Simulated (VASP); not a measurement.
GaN: single point with PBE

Crystal: GaN.

```
Ga N
1.0
     3.21843    0.00000    0.00000
    -1.60921    2.78724    0.00000
     0.00000    0.00000    5.24303
Ga N
2 2
Direct
  0.39159 0.66667 0.99913
  0.72492 0.33333 0.49913
  0.33333 0.66667 0.37587
  0.66667 0.33333 0.87587
```

This cell differs from its parent crystal: all Ga atoms moved +0.188 Å, as atom 1 along Cartesian [1 0 0].

* Program: VASP 6.6.1
* Task: single point
* Functional: PBE
* Potentials or basis: VASP PAW PBE potentials, release 64 (Ga_d, N)
* Cutoff: 520 eV
* k mesh: 12 × 12 × 6
* Occupations: gaussian, width 0.05 eV
* Spin: no spin polarisation
* Dipole correction: no
* Further INCAR settings: ALGO = Normal; EDIFF = 1e-06; NBANDS = 26

```yaml
Pressure: 3.4 GPa
Largest_force: 2.468 eV/Å
Band_gap_on_the_k_mesh: 1.50 eV
```

Forces in eV/Å, atoms in the order of the input:
```
Ga  -2.302  0.698  0.497
Ga  -2.302 -0.698  0.497
N    2.302  0.739 -0.497
N    2.302 -0.739 -0.497
```

Stress tensor (GPa, compression positive):
```
 6.71  0.00 -6.43
 0.00  2.68  0.00
-6.43  0.00  0.76
```

Levels at points of the mesh, in eV from the valence-band top:
```
           k point  band 14  band 15  band 16  band 17  band 18  band 19  band 20  band 21  band 22  band 23
(0.00, 0.00, 0.00)    -1.39    -1.33    -0.34    -0.11     0.00     1.50     3.81     8.73     9.38     9.42
(0.50, 0.00, 0.00)    -5.32    -4.23    -2.83    -2.37    -1.13     4.58     5.26     5.69     8.05     9.86
(0.00, 0.50, 0.00)    -5.40    -4.32    -2.62    -2.45    -0.99     4.53     5.01     5.65     8.06     9.92
(0.00, 0.00, 0.50)    -4.03    -1.15    -1.15    -0.31    -0.31     3.85     3.85     7.97     7.97     9.42
(0.50, 0.00, 0.50)    -6.26    -2.38    -2.20    -1.86    -1.76     3.83     4.29     6.98     7.60     9.33
(0.00, 0.50, 0.50)    -6.67    -2.45    -2.45    -1.60    -1.60     4.01     4.01     7.17     7.17     9.51
```

Run time: 6.5 min on 1 thread of Intel Xeon 8259CL (shared host), peak memory 0.35 GiB.

Caveat: the cell differs from its parent crystal (all Ga atoms moved +0.188 Å, as atom 1 along Cartesian [1 0 0]); the cell stands under pressure; forces of over 1 eV/Å act on the atoms, so gaps and moduli don't describe the material at rest.
